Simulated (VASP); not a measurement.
# Co (P6_3/mmc) in VASP: further runs

Runs on Co. Level: PBEsol. Tasks: single point.

Everything below comes from runs of VASP 6.6.1. Logs are shortened: lines on timing, memory, paths and dates and some standing lists are left out, and cuts for length are marked.

## 1. The cell of the first run

The structure is hexagonal, space group P6_3/mmc (No. 194). Conventional cell: a = 2.536 Å, b = 2.536 Å, c = 4.136 Å, α = 90.00°, β = 90.00°, γ = 120.00°. Co (site symmetry -6m2) has 12 Co at 2.53 to 2.54 Å within 3.3 Å.

## 2. Single point, PBEsol

File INCAR:

```
SYSTEM = Co
ALGO = Normal
EDIFF = 1E-6
ENCUT = 520
GGA = PS
ISIF = 2
ISMEAR = -1
LASPH = .True.
LCHARG = .False.
LREAL = .False.
LWAVE = .False.
NBANDS = 16
NELM = 100
PREC = Accurate
SIGMA = 0.1
```

File KPOINTS:

```
k-points
0
Gamma
  14 14 8
  0 0 0
```

File POSCAR:

```
Co
1.0
    2.5359998200      0.0000000000      0.0000000000
   -1.2679999100      2.1962402600      0.0000000000
    0.0000000000      0.0000000000      4.1360000000
Co
2
Direct
    0.3333333300      0.6666666700      0.2500000000
    0.6666666700      0.3333333300      0.7500000000
```

Potentials or basis: VASP PAW PBE potentials, release 64 (Co).

Launch:

```bash
cat potpaw_PBE.64/Co/POTCAR > POTCAR
mpirun -np 1 vasp_std > vasp.out
```

OUTCAR:

```text
SYSTEM = Co
   EDIFF = 1E-6
   ENCUT = 520
   GGA = PS
   ISIF = 2
   ISMEAR = -1
   LASPH = .True.
   LREAL = .False.
   NELM = 100
   PREC = Accurate

 ion  position               nearest neighbor table
   1  0.333  0.667  0.250-   2 2.53   2 2.53   2 2.53   2 2.53   2 2.53   2 2.53
   2  0.667  0.333  0.750-   1 2.53   1 2.53   1 2.53   1 2.53   1 2.53   1 2.53

  LATTYP: Found a hexagonal cell.
 ALAT       =     2.5359998200
 C/A-ratio  =     1.6309149423

  Lattice vectors:

 A1 = (   2.5359998200,   0.0000000000,   0.0000000000)
 A2 = (  -1.2679999100,   2.1962402600,   0.0000000000)
 A3 = (   0.0000000000,   0.0000000000,   4.1360000000)

Analysis of symmetry for initial positions (statically):
=====================================================================
 Subroutine PRICEL returns:
 Original cell was already a primitive cell.

 Routine SETGRP: Setting up the symmetry group for a
 hexagonal supercell.

 Subroutine GETGRP returns: Found 24 space group operations
 (whereof 12 operations were pure point group operations)
 out of a pool of 24 trial point group operations.

The static configuration has the point symmetry D_3d.
 The point group associated with its full space group is D_6h.

Analysis of symmetry for dynamics (positions and initial velocities):
=====================================================================
 Subroutine PRICEL returns:
 Original cell was already a primitive cell.

 Routine SETGRP: Setting up the symmetry group for a
 hexagonal supercell.

 Subroutine GETGRP returns: Found 24 space group operations
 (whereof 12 operations were pure point group operations)
 out of a pool of 24 trial point group operations.

The dynamic configuration has the point symmetry D_3d.
 The point group associated with its full space group is D_6h.

 Subroutine INISYM returns: Found 24 space group operations
 (whereof 12 operations are pure point group operations),
 and found     1 'primitive' translations

----------------------------------------------------------------------------------------

                                     Primitive cell

  volume of cell :      23.0361

  direct lattice vectors                    reciprocal lattice vectors
     2.535999820  0.000000000  0.000000000     0.394321795  0.227661795  0.000000000
    -1.267999910  2.196240260  0.000000000     0.000000000  0.455323590  0.000000000
     0.000000000  0.000000000  4.136000000     0.000000000  0.000000000  0.241779497

  length of vectors
     2.535999820  2.535999813  4.136000000     0.455323589  0.455323590  0.241779497

  position of ions in fractional coordinates (direct lattice)
     0.333333330  0.666666670  0.250000000
     0.666666670  0.333333330  0.750000000

  ion indices of the primitive-cell ions
   primitive index   ion index
                 1           1
                 2           2

----------------------------------------------------------------------------------------

 KPOINTS: k-points

Automatic generation of k-mesh.
 Grid dimensions read from file:
 generate k-points for:   14   14    8

 Generating k-lattice:

  Cartesian coordinates                     Fractional coordinates (reciprocal lattice)
     0.028165842  0.016261557  0.000000000     0.071428571 -0.000000000  0.000000000
     0.000000000  0.032523114  0.000000000     0.000000000  0.071428571  0.000000000
     0.000000000  0.000000000  0.030222437     0.000000000  0.000000000  0.125000000

  Length of vectors
     0.032523113  0.032523114  0.030222437

  Shift w.r.t. Gamma in fractional coordinates (k-lattice)
     0.000000000  0.000000000  0.000000000

 Subroutine IBZKPT returns following result:
 ===========================================

 Found    120 irreducible k-points:

 Following reciprocal coordinates:
            Coordinates               Weight
  0.000000  0.000000  0.000000      1.000000
  0.071429 -0.000000  0.000000      6.000000
  0.142857 -0.000000  0.000000      6.000000
  0.214286  0.000000  0.000000      6.000000
  0.285714 -0.000000  0.000000      6.000000
  0.357143 -0.000000  0.000000      6.000000
[... 16 lines left out ...]
  0.285714  0.285714  0.000000      6.000000
  0.357143  0.285714  0.000000      6.000000
 [... further k-points ...]
   k-points           NKPTS =    120   k-points in BZ     NKDIM =    120   number of bands    NBANDS=     16
   number of dos      NEDOS =    301   number of ions     NIONS =      2
   total plane-waves  NPLWV =  12800
   dimension x,y,z NGX =    20 NGY =   20 NGZ =   32
   dimension x,y,z NGXF=    40 NGYF=   40 NGZF=   64
   ions per type =               2
   NGX,Y,Z   is equivalent  to a cutoff of  13.11, 13.11, 12.86 a.u.
   NGXF,Y,Z  is equivalent  to a cutoff of  26.22, 26.22, 25.72 a.u.
 SYSTEM =  Co
   PREC   = accura    normal or accurate (medium, high low for compatibility)
   ISTART =      0    job   : 0-new  1-cont  2-samecut
   ICHARG =      2    charge: 1-file 2-atom 10-const
   ISPIN  =      1    spin polarized calculation?
   LNONCOLLINEAR =      F non collinear calculations
   LSORBIT =      F    spin-orbit coupling
   LASPH  =      T    aspherical Exc in radial PAW
   ENCUT  =  520.0 eV  38.22 Ry    6.18 a.u.   4.72  4.72  7.69*2*pi/ulx,y,z
   NELM   =    100;   NELMIN=  2; NELMDL= -5     # of ELM steps
   EDIFF  = 0.1E-05   stopping-criterion for ELM
   LREAL  =      F    real-space projection
   EDIFFG = 0.1E-04   stopping-criterion for IOM
   NSW    =      0    number of steps for IOM
   IBRION =     -1    ionic relax: 0-MD 1-quasi-New 2-CG
   NFREE  =      0    steps in history (QN), initial steepest desc. (CG)
   ISIF   =      2    stress and relaxation
   ISYM   =      2    0-nonsym 1-usesym 2-fastsym
   POTIM  = 0.5000    time-step for ionic-motion
   TEBEG  =    0.0;   TEEND  =   0.0 temperature during run
   PSTRESS=    0.0 pullay stress
   NELECT =      18.0000    total number of electrons
   NUPDOWN=      -1.0000    fix difference up-down
   EMIN   =  10.00;   EMAX   =-10.00  energy-range for DOS
   EFERMI =   0.00;   METHOD = LEGACY
   ISMEAR =    -1;   SIGMA  =   0.10  broadening in eV -4-tet -1-fermi 0-gaus
   EFERMI_NEDOS =   21; number of points for ismear=-14 and -15
   IALGO  =     38    algorithm
   IMIX   =      4    mixing-type and parameters
     AMIX     =   0.40;   BMIX     =  1.00
     AMIX_MAG =   1.60;   BMIX_MAG =  1.00
  volume/ion in A,a.u.               =      11.52        77.73
  Fermi-wavevector in a.u.,A,eV,Ry     =   1.507865  2.849452 30.934980  2.273657
  Thomas-Fermi vector in A             =   2.618395
   LORBIT       =      0    0 simple, 1 ext, 2 COOP (PROOUT), +10 PAW based schemes
   GGA     = PS    functional components
   LHFCALC =     F    Hartree Fock is set to
   AEXX    =    0.0000 exact exchange contribution
   IVDW    =     0    specifies the selected vdW correction
   LEPSILON=     F    determine dielectric tensor
   LRPA    =     F    only Hartree local field effects (RPA)
 non-spin polarized calculation
  energy-cutoff  :      520.00
  volume of cell :       23.04
 maximum number of plane-waves:       640
 NGX is ok and might be reduce to    20
   NGX =  9   NGY =  9   NGZ = 15

 number of electron      18.0000006 magnetization

 Free energy of the ion-electron system (eV)
  ---------------------------------------------------
  ext. energy  EPLUGINS =         0.00000000
  ---------------------------------------------------
  free energy    TOTEN  =       -14.86746223 eV

  energy without entropy =      -14.66243366  energy(sigma->0) =      -14.76494794

 E-fermi :   9.1057     XC(G=0): -13.2447

 val. band max:        9.0982536106   @ k =   0.3571  -0.0000   0.3750
 cond. band min:       9.1066849260   @ k =   0.3571   0.2857   0.2500
 fundamental gap:      0.0084313155
 Fermi energy:         9.1057095542

 k-point     1 :       0.0000    0.0000    0.0000
  band No.  band energies     occupation
      1       0.6414      2.00000
      2       4.8140      2.00000
      3       7.4313      2.00000
      4       7.5102      2.00000
      5       7.5102      2.00000
      6       7.8062      2.00000
[... 8 lines left out ...]
     15      32.9803      0.00000
     16      32.9803      0.00000

 k-point     2 :       0.0714   -0.0000    0.0000
  band No.  band energies     occupation
      1       0.8138      2.00000
      2       4.9250      2.00000
      3       7.2935      2.00000
      4       7.5910      2.00000
      5       7.6219      2.00000
      6       7.7646      2.00000
[... 8 lines left out ...]
     15      31.2068      0.00000
     16      31.3019      0.00000

 k-point     3 :       0.1429   -0.0000    0.0000
  band No.  band energies     occupation
      1       1.3198      2.00000
      2       5.2215      2.00000
      3       7.0712      2.00000
      4       7.3423      2.00000
      5       7.6129      2.00000
      6       7.8234      1.99999
[... 8 lines left out ...]
     15      29.2809      0.00000
     16      30.3916      0.00000

 k-point     4 :       0.2143    0.0000    0.0000
  band No.  band energies     occupation
      1       2.1203      2.00000
      2       5.5701      2.00000
      3       6.7123      2.00000
      4       6.8552      2.00000
      5       7.4802      2.00000
      6       7.8338      1.99999
[... 8 lines left out ...]
     15      27.4579      0.00000
     16      29.5544      0.00000
[... 324 lines left out ...]
 k-point    22 :       0.3571    0.2143    0.0000
  band No.  band energies     occupation
      1       5.6902      2.00000
      2       5.7825      2.00000
      3       5.8780      2.00000
      4       6.5173      2.00000
      5       7.1845      2.00000
      6       7.3905      2.00000
[... 8 lines left out ...]
     15      19.9928      0.00000
     16      22.5812      0.00000

 k-point    23 :       0.2857    0.2857    0.0000
  band No.  band energies     occupation
      1       5.8090      2.00000
      2       5.8237      2.00000
      3       6.1392      2.00000
      4       6.2123      2.00000
      5       7.1324      2.00000
      6       7.3803      2.00000
[... 8 lines left out ...]
     15      20.0920      0.00000
     16      23.6822      0.00000

 k-point    24 :       0.3571    0.2857    0.0000
  band No.  band energies     occupation
      1       5.8226      2.00000
      2       5.9559      2.00000
      3       6.0656      2.00000
      4       6.3320      2.00000
      5       7.1718      2.00000
      6       7.2635      2.00000
[... 8 lines left out ...]
     15      21.0529      0.00000
     16      22.3248      0.00000

 [... further k-points ...]

------------------------ aborting loop because EDIFF is reached ----------------------------------------

  FORCE on cell =-STRESS in cart. coord.  units (eV):
  Direction    XX          YY          ZZ          XY          YZ          ZX
  --------------------------------------------------------------------------------------
  -------------------------------------------------------------------------------------
  Total       -4.0942486     -4.0942486     -4.5410513      0.0000000      0.0000000     -0.0000000
  in kB     -284.7575147   -284.7575126   -315.8329199      0.0000000      0.0000000     -0.0000000
  external PRESSURE =    -295.1159824 kB  Pullay stress =       0.0000000 kB

 VOLUME and BASIS-vectors are now :
 -----------------------------------------------------------------------------
  energy-cutoff  :      520.00
  volume of cell :       23.04
      direct lattice vectors                 reciprocal lattice vectors
     2.535999820  0.000000000  0.000000000     0.394321795  0.227661795  0.000000000
    -1.267999910  2.196240260  0.000000000     0.000000000  0.455323590  0.000000000
     0.000000000  0.000000000  4.136000000     0.000000000  0.000000000  0.241779497

 POSITION                                       TOTAL-FORCE (eV/Angst)
 -----------------------------------------------------------------------------------
     -0.00000      1.46416      1.03400         0.000000     -0.000000      0.000000
      1.26800      0.73208      3.10200        -0.000000      0.000000      0.000000
 -----------------------------------------------------------------------------------
    total drift:                               -0.000000      0.000000     -0.000000

  FREE ENERGIE OF THE ION-ELECTRON SYSTEM (eV)
  ---------------------------------------------------
  free  energy   TOTEN  =       -14.8674622294 eV

  energy  without entropy=      -14.6624336557  energy(sigma->0) =      -14.76494794
```

Wall time 14 s (1 thread of Intel Xeon 6975P-C (Granite Rapids), shared host); peak memory 0.16 GiB.

What came out:

```
Free energy            : -14.8675 eV
Pressure               : -29.5 GPa
Band gap on the k mesh : zero (band 9 reaches 9.44 eV, above the bottom of band 10 at 8.10 eV)
```

Levels at points of the mesh, in eV from the Fermi level:
```csv
k point,band 7,band 8,band 9,band 10,band 11,band 12
"(0.00, 0.00, 0.00)",-1.30,-0.92,-0.92,-0.06,0.11,0.11
"(0.50, 0.00, 0.00)",-1.29,0.25,0.31,0.39,1.79,3.59
"(0.00, 0.00, 0.50)",-1.65,-1.65,-0.19,-0.19,-0.19,-0.19
"(0.50, 0.00, 0.50)",-0.27,-0.27,0.33,0.33,1.81,1.81
```

Caveat: the PAW data sets were made with another functional, which shifts forces and pressure a little; the run has no spin polarisation, though such a crystal can be magnetic.

(Continued in part 2 of 3.)
